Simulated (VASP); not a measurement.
# Ge (I4_1/amd) in VASP: a series of runs, part 2 of 2

VASP 6.6.1. The steps go on from the part before.

## 3. Single point, LDA (25.76 Å³/atom)

This run uses another cell than the first one, of 25.76 Å³/atom.

Contents of INCAR:

```
SYSTEM = Ge
ALGO = Normal
EDIFF = 1E-7
ENCUT = 520
GGA = CA
ISIF = 2
ISMEAR = 0
LASPH = .TRUE.
LCHARG = .FALSE.
LREAL = .FALSE.
LWAVE = .FALSE.
NBANDS = 21
NELM = 60
PREC = Accurate
SIGMA = 0.15
```

Contents of KPOINTS:

```
k-points
0
G
  16 16 16
  0 0 0
```

Contents of POSCAR:

```
Ge
1.0
    0.0000000000      3.1381924690      2.6159972422
    3.1381924690      0.0000000000      2.6159972422
    3.1381924690      3.1381924690      0.0000000000
Ge
2
Direct
    0.5000000000      0.5000000000      0.5000000000
    0.7500000000      0.7500000000      0.7500000000
```

Potentials or basis: VASP PAW LDA potentials, release 64 (Ge_d).

Command:

```
> cat potpaw_LDA.64/Ge_d/POTCAR > POTCAR
> mpirun -np 1 vasp_std > vasp.out
```

OUTCAR:

```text
SYSTEM = Ge
   EDIFF = 1E-7
   ENCUT = 520
   GGA = CA
   ISIF = 2
   ISMEAR = 0
   LASPH = .TRUE.
   LREAL = .FALSE.
   NELM = 60
   PREC = Accurate

 ion  position               nearest neighbor table
   1  0.500  0.500  0.500-   2 2.58   2 2.58   2 2.58   2 2.58
   2  0.750  0.750  0.750-   1 2.58   1 2.58   1 2.58   1 2.58

  LATTYP: Found a body centered tetragonal cell.
 ALAT       =     4.4380743510
 C/A-ratio  =     1.1788884256

  Lattice vectors:

 A1 = (   0.0000000000,  -3.1381924690,  -2.6159972422)
 A2 = (   0.0000000000,   3.1381924690,  -2.6159972422)
 A3 = (   3.1381924690,   0.0000000000,   2.6159972422)

Analysis of symmetry for initial positions (statically):
=====================================================================
 Subroutine PRICEL returns:
 Original cell was already a primitive cell.

 Routine SETGRP: Setting up the symmetry group for a
 body centered tetragonal supercell.

 Subroutine GETGRP returns: Found 16 space group operations
 (whereof  8 operations were pure point group operations)
 out of a pool of 16 trial point group operations.

The static configuration has the point symmetry D_2d.
 The point group associated with its full space group is D_4h.

Analysis of symmetry for dynamics (positions and initial velocities):
=====================================================================
 Subroutine PRICEL returns:
 Original cell was already a primitive cell.

 Routine SETGRP: Setting up the symmetry group for a
 body centered tetragonal supercell.

 Subroutine GETGRP returns: Found 16 space group operations
 (whereof  8 operations were pure point group operations)
 out of a pool of 16 trial point group operations.

The dynamic configuration has the point symmetry D_2d.
 The point group associated with its full space group is D_4h.

 Subroutine INISYM returns: Found 16 space group operations
 (whereof  8 operations are pure point group operations),
 and found     1 'primitive' translations

[... 111 lines left out ...]
   IALGO  =     38    algorithm
   IMIX   =      4    mixing-type and parameters
     AMIX     =   0.40;   BMIX     =  1.00
     AMIX_MAG =   1.60;   BMIX_MAG =  1.00
  volume/ion in A,a.u.               =      25.76       173.86
  Fermi-wavevector in a.u.,A,eV,Ry     =   1.335935  2.524551 24.282626  1.784723
  Thomas-Fermi vector in A             =   2.464601
   LORBIT       =      0    0 simple, 1 ext, 2 COOP (PROOUT), +10 PAW based schemes
   GGA     = CA    functional components
   LHFCALC =     F    Hartree Fock is set to
   AEXX    =    0.0000 exact exchange contribution
   IVDW    =     0    specifies the selected vdW correction
   LEPSILON=     F    determine dielectric tensor
   LRPA    =     F    only Hartree local field effects (RPA)
 non-spin polarized calculation
 Gauss-broadening in eV      SIGMA  =   0.15
  energy-cutoff  :      520.00
  volume of cell :       51.53
 maximum number of plane-waves:      1413
   NGX = 15   NGY = 15   NGZ = 17

 number of electron      27.9999996 magnetization

 Free energy of the ion-electron system (eV)
  ---------------------------------------------------
  ext. energy  EPLUGINS =         0.00000000
  ---------------------------------------------------
  free energy    TOTEN  =       -10.03047317 eV

  energy without entropy =      -10.02652085  energy(sigma->0) =      -10.02849701

 E-fermi :   3.4534     XC(G=0):  -9.7271

 val. band max:        3.4364024921   @ k =  -0.1250   0.0000   0.0625
 cond. band min:       3.4552966463   @ k =  -0.0625   0.0000   0.0625
 fundamental gap:      0.0188941542
 Fermi energy:         3.4533669211

 k-point     1 :       0.0000    0.0000    0.0000
  band No.  band energies     occupation
      1     -21.2725      2.00000
      2     -21.2454      2.00000
      3     -21.2454      2.00000
      4     -21.2290      2.00000
      5     -21.2259      2.00000
      6     -21.1131      2.00000
[... 565 lines left out ...]
     20      10.7583      0.00000
     21      11.6212      0.00000

 [... further k-points ...]

------------------------ aborting loop because EDIFF is reached ----------------------------------------

  FORCE on cell =-STRESS in cart. coord.  units (eV):
  Direction    XX          YY          ZZ          XY          YZ          ZX
  --------------------------------------------------------------------------------------
  -------------------------------------------------------------------------------------
  Total       -3.2175822     -3.2175822     -0.7332442      0.0000000     -0.0000000      0.0000000
  in kB     -100.0492436   -100.0492436    -22.7998924      0.0000000     -0.0000000      0.0000000
  external PRESSURE =     -74.2994599 kB  Pullay stress =       0.0000000 kB

 VOLUME and BASIS-vectors are now :
 -----------------------------------------------------------------------------
  energy-cutoff  :      520.00
  volume of cell :       51.53
      direct lattice vectors                 reciprocal lattice vectors
     0.000000000  3.138192469  2.615997242    -0.159327385  0.159327385  0.191131700
     3.138192469  0.000000000  2.615997242     0.159327385 -0.159327385  0.191131700
     3.138192469  3.138192469  0.000000000     0.159327385  0.159327385 -0.191131700

 POSITION                                       TOTAL-FORCE (eV/Angst)
 -----------------------------------------------------------------------------------
      3.13819      3.13819      2.61600         0.000000      0.000000     -0.000000
      4.70729      4.70729      3.92400         0.000000      0.000000      0.000000
 -----------------------------------------------------------------------------------
    total drift:                                0.000000     -0.000000     -0.000000

  FREE ENERGIE OF THE ION-ELECTRON SYSTEM (eV)
  ---------------------------------------------------
  free  energy   TOTEN  =       -10.0304731680 eV

  energy  without entropy=      -10.0265208462  energy(sigma->0) =      -10.02849701
```

OSZICAR:

```text
N       E                     dE             d eps       ncg     rms          rms(c)
DAV:   1     0.195313787434E+03    0.19531E+03   -0.14804E+04 16195   0.341E+03
DAV:   2     0.190032843744E+02   -0.17631E+03   -0.17101E+03 14698   0.616E+02
DAV:   3    -0.913800123318E+01   -0.28141E+02   -0.27948E+02 16998   0.145E+02
DAV:   4    -0.101274883045E+02   -0.98949E+00   -0.98892E+00 16293   0.317E+01
DAV:   5    -0.101445312357E+02   -0.17043E-01   -0.17043E-01 16756   0.466E+00    0.262E+00
DAV:   6    -0.100686964268E+02    0.75835E-01   -0.27081E-02 17084   0.185E+00    0.149E+00
DAV:   7    -0.100299189409E+02    0.38777E-01   -0.50612E-02 15238   0.203E+00    0.121E-01
DAV:   8    -0.100304352504E+02   -0.51631E-03   -0.58429E-03 16443   0.107E+00    0.515E-02
DAV:   9    -0.100304751618E+02   -0.39911E-04   -0.89157E-05 17933   0.920E-02    0.124E-02
DAV:  10    -0.100304729967E+02    0.21650E-05   -0.13743E-05 20155   0.575E-02    0.452E-03
DAV:  11    -0.100304732072E+02   -0.21050E-06   -0.80496E-07 15588   0.759E-03    0.135E-03
DAV:  12    -0.100304731680E+02    0.39215E-07   -0.91200E-08 11076   0.503E-03
   1 F= -.10030473E+02 E0= -.10028497E+02  d E =-.395232E-02
```

Run time: 2.1 min. Hardware: 1 thread of Intel Xeon 6975P-C (Granite Rapids), shared host; peak memory 0.38 GiB.

Results:

| Property | Result |
| --- | --- |
| Free energy | -10.0305 eV |
| Pressure | -7.4 GPa |
| Band gap on the k mesh | zero (bands 14 and 15 overlap by 0.86 eV) |

Levels at points of the mesh, in eV from the Fermi level:
```csv
k point,band 12,band 13,band 14,band 15,band 16,band 17
"(0.00, 0.00, 0.00)",-1.37,-0.24,-0.24,0.82,2.13,3.00
"(0.50, 0.00, 0.00)",-7.00,-1.69,-0.52,-0.51,3.30,4.39
"(0.50, 0.50, 0.00)",-7.92,-3.19,-3.19,0.21,0.21,8.54
"(0.50, 0.00, 0.50)",-8.57,-2.06,-2.06,1.36,1.36,7.41
```

Caveat: the cell stands under tension.

## 4. Single point, LDA (25.76 Å³/atom)

This run uses another cell than the first one, of 25.76 Å³/atom.

Contents of INCAR:

```
  PREC = Accurate
  ENCUT = 520
  EDIFF = 1E-6
  ISMEAR = 0
  SIGMA = 0.15
  LREAL = False
  LASPH = True
  NELM = 60
  ALGO = Normal
  ISIF = 2
  LWAVE = False
  LCHARG = False
  GGA = CA
  NBANDS = 21
```

Contents of KPOINTS:

```
Automatic mesh
0
Gamma
  16 16 16
```

Contents of POSCAR:

```
Ge
1.0
    0.0000000000      2.8943818862      3.0752807541
    2.8943818862      0.0000000000      3.0752807541
    2.8943818862      2.8943818862      0.0000000000
Ge
2
Direct
    0.5000000000      0.5000000000      0.5000000000
    0.7500000000      0.7500000000      0.7500000000
```

Potentials or basis: VASP PAW LDA potentials, release 64 (Ge_d).

Command:

```
> cat potpaw_LDA.64/Ge_d/POTCAR > POTCAR
> mpirun -np 1 vasp_std > vasp.out
```

OUTCAR:

```text
PREC = Accurate
   ENCUT = 520
   EDIFF = 1E-6
   ISMEAR = 0
   LREAL = False
   LASPH = True
   NELM = 60
   ISIF = 2
   GGA = CA

 ion  position               nearest neighbor table
   1  0.500  0.500  0.500-   2 2.56   2 2.56   2 2.56   2 2.56
   2  0.750  0.750  0.750-   1 2.56   1 2.56   1 2.56   1 2.56

  LATTYP: Found a body centered tetragonal cell.
 ALAT       =     4.0932741182
 C/A-ratio  =     1.5026019100

  Lattice vectors:

 A1 = (  -2.8943818862,   0.0000000000,   3.0752807541)
 A2 = (   2.8943818862,   0.0000000000,   3.0752807541)
 A3 = (   0.0000000000,   2.8943818862,  -3.0752807541)

Analysis of symmetry for initial positions (statically):
=====================================================================
 Subroutine PRICEL returns:
 Original cell was already a primitive cell.

 Routine SETGRP: Setting up the symmetry group for a
 body centered tetragonal supercell.

 Subroutine GETGRP returns: Found 16 space group operations
 (whereof  8 operations were pure point group operations)
 out of a pool of 16 trial point group operations.

The static configuration has the point symmetry D_2d.
 The point group associated with its full space group is D_4h.

Analysis of symmetry for dynamics (positions and initial velocities):
=====================================================================
 Subroutine PRICEL returns:
 Original cell was already a primitive cell.

 Routine SETGRP: Setting up the symmetry group for a
 body centered tetragonal supercell.

 Subroutine GETGRP returns: Found 16 space group operations
 (whereof  8 operations were pure point group operations)
 out of a pool of 16 trial point group operations.

The dynamic configuration has the point symmetry D_2d.
 The point group associated with its full space group is D_4h.

 Subroutine INISYM returns: Found 16 space group operations
 (whereof  8 operations are pure point group operations),
 and found     1 'primitive' translations

[... 111 lines left out ...]
   IALGO  =     38    algorithm
   IMIX   =      4    mixing-type and parameters
     AMIX     =   0.40;   BMIX     =  1.00
     AMIX_MAG =   1.60;   BMIX_MAG =  1.00
  volume/ion in A,a.u.               =      25.76       173.86
  Fermi-wavevector in a.u.,A,eV,Ry     =   1.335935  2.524551 24.282626  1.784723
  Thomas-Fermi vector in A             =   2.464601
   LORBIT       =      0    0 simple, 1 ext, 2 COOP (PROOUT), +10 PAW based schemes
   GGA     = CA    functional components
   LHFCALC =     F    Hartree Fock is set to
   AEXX    =    0.0000 exact exchange contribution
   IVDW    =     0    specifies the selected vdW correction
   LEPSILON=     F    determine dielectric tensor
   LRPA    =     F    only Hartree local field effects (RPA)
 non-spin polarized calculation
 Gauss-broadening in eV      SIGMA  =   0.15
  energy-cutoff  :      520.00
  volume of cell :       51.53
 maximum number of plane-waves:      1420
   NGX = 15   NGY = 15   NGZ = 15

 number of electron      28.0000006 magnetization

 Free energy of the ion-electron system (eV)
  ---------------------------------------------------
  ext. energy  EPLUGINS =         0.00000000
  ---------------------------------------------------
  free energy    TOTEN  =       -10.18188304 eV

  energy without entropy =      -10.18072775  energy(sigma->0) =      -10.18130540

 E-fermi :   3.4902     XC(G=0):  -9.6995

 val. band max:        3.4623229477   @ k =   0.0625   0.0625   0.0000
 cond. band min:       3.4902942298   @ k =   0.3125   0.0000   0.0000
 fundamental gap:      0.0279712821
 Fermi energy:         3.4902113070

 k-point     1 :       0.0000    0.0000    0.0000
  band No.  band energies     occupation
      1     -21.2564      2.00000
      2     -21.2564      2.00000
      3     -21.2487      2.00000
      4     -21.2263      2.00000
      5     -21.2259      2.00000
      6     -21.0910      2.00000
[... 565 lines left out ...]
     20      12.1021      0.00000
     21      12.2283      0.00000

 [... further k-points ...]

------------------------ aborting loop because EDIFF is reached ----------------------------------------

  FORCE on cell =-STRESS in cart. coord.  units (eV):
  Direction    XX          YY          ZZ          XY          YZ          ZX
  --------------------------------------------------------------------------------------
  -------------------------------------------------------------------------------------
  Total       -1.9522331     -1.9522331     -3.2537783      0.0000000      0.0000000      0.0000000
  in kB      -60.7037918    -60.7037918   -101.1747440      0.0000000      0.0000000      0.0000000
  external PRESSURE =     -74.1941092 kB  Pullay stress =       0.0000000 kB

 VOLUME and BASIS-vectors are now :
 -----------------------------------------------------------------------------
  energy-cutoff  :      520.00
  volume of cell :       51.53
      direct lattice vectors                 reciprocal lattice vectors
     0.000000000  2.894381886  3.075280754    -0.172748455  0.172748455  0.162586781
     2.894381886  0.000000000  3.075280754     0.172748455 -0.172748455  0.162586781
     2.894381886  2.894381886  0.000000000     0.172748455  0.172748455 -0.162586781

 POSITION                                       TOTAL-FORCE (eV/Angst)
 -----------------------------------------------------------------------------------
      2.89438      2.89438      3.07528        -0.000000     -0.000000     -0.000000
      4.34157      4.34157      4.61292         0.000000      0.000000      0.000000
 -----------------------------------------------------------------------------------
    total drift:                               -0.000000     -0.000000      0.000000

  FREE ENERGIE OF THE ION-ELECTRON SYSTEM (eV)
  ---------------------------------------------------
  free  energy   TOTEN  =       -10.1818830370 eV

  energy  without entropy=      -10.1807277535  energy(sigma->0) =      -10.18130540
```

OSZICAR:

```text
N       E                     dE             d eps       ncg     rms          rms(c)
DAV:   1     0.197345995869E+03    0.19735E+03   -0.14898E+04 16210   0.342E+03
DAV:   2     0.192214546476E+02   -0.17812E+03   -0.17257E+03 14713   0.621E+02
DAV:   3    -0.927018745528E+01   -0.28492E+02   -0.28319E+02 16898   0.146E+02
DAV:   4    -0.102861862692E+02   -0.10160E+01   -0.10155E+01 16493   0.322E+01
DAV:   5    -0.103035003635E+02   -0.17314E-01   -0.17314E-01 16733   0.470E+00    0.271E+00
DAV:   6    -0.102234552494E+02    0.80045E-01   -0.27223E-02 16862   0.171E+00    0.155E+00
DAV:   7    -0.101813130953E+02    0.42142E-01   -0.50977E-02 15613   0.185E+00    0.127E-01
DAV:   8    -0.101818277116E+02   -0.51462E-03   -0.48256E-03 16720   0.899E-01    0.479E-02
DAV:   9    -0.101818837456E+02   -0.56034E-04   -0.78755E-05 16579   0.992E-02    0.950E-03
DAV:  10    -0.101818830370E+02    0.70862E-06   -0.70910E-06 19312   0.337E-02
   1 F= -.10181883E+02 E0= -.10181305E+02  d E =-.115528E-02
```

Wall time 80 s (1 thread of Intel Xeon 6975P-C (Granite Rapids), shared host); peak memory 0.38 GiB.

What came out:

- Free energy: -10.1819 eV
- Pressure: -7.4 GPa
- Band gap on the k mesh: zero (bands 14 and 15 overlap by 0.49 eV)

Levels at points of the mesh, in eV from the Fermi level:
```tsv
k point	band 10	band 11	band 12	band 13	band 14	band 15	band 16	band 17	band 18	band 19
(0.00, 0.00, 0.00)	-24.56	-11.83	-1.23	-0.24	0.21	0.21	2.43	2.43	2.72	5.95
(0.50, 0.00, 0.00)	-24.53	-10.04	-7.07	-1.40	-0.91	-0.28	3.59	3.82	6.94	9.39
(0.50, 0.50, 0.00)	-24.52	-8.58	-8.58	-2.34	-2.34	1.14	1.14	8.35	8.35	10.08
(0.50, 0.00, 0.50)	-24.54	-8.35	-8.35	-2.71	-2.71	0.71	0.71	8.30	8.30	10.15
```

Caveat: the cell stands under tension; semilocal functionals underestimate gaps, so a narrow gap can read as zero.

## 5. Overview

```csv
cell,gap on the mesh (eV),pressure (GPa)
"a = 4.211, b = 4.211, c = 3.949 Å, angles 62.0, 62.0, 55.9°, 2 atoms",none,-5.5
"a = 4.086, b = 4.086, c = 4.438 Å, angles 57.1, 57.1, 65.8°, 2 atoms",none,-7.4
"a = 4.223, b = 4.223, c = 4.093 Å, angles 61.0, 61.0, 58.0°, 2 atoms",none,-7.4
```

Alike in all rows: task single point; level LDA; potentials or basis VASP PAW LDA potentials, release 64 (Ge_d); no spin polarisation; k mesh 16 × 16 × 16; cutoff (eV) 520; smearing gaussian 0.15 eV.

Caveats: the cell stands under tension; semilocal functionals underestimate gaps, so a narrow gap can read as zero (at least some runs).

Total energies depend on the potentials used, so only differences within one code and one set of settings carry meaning.
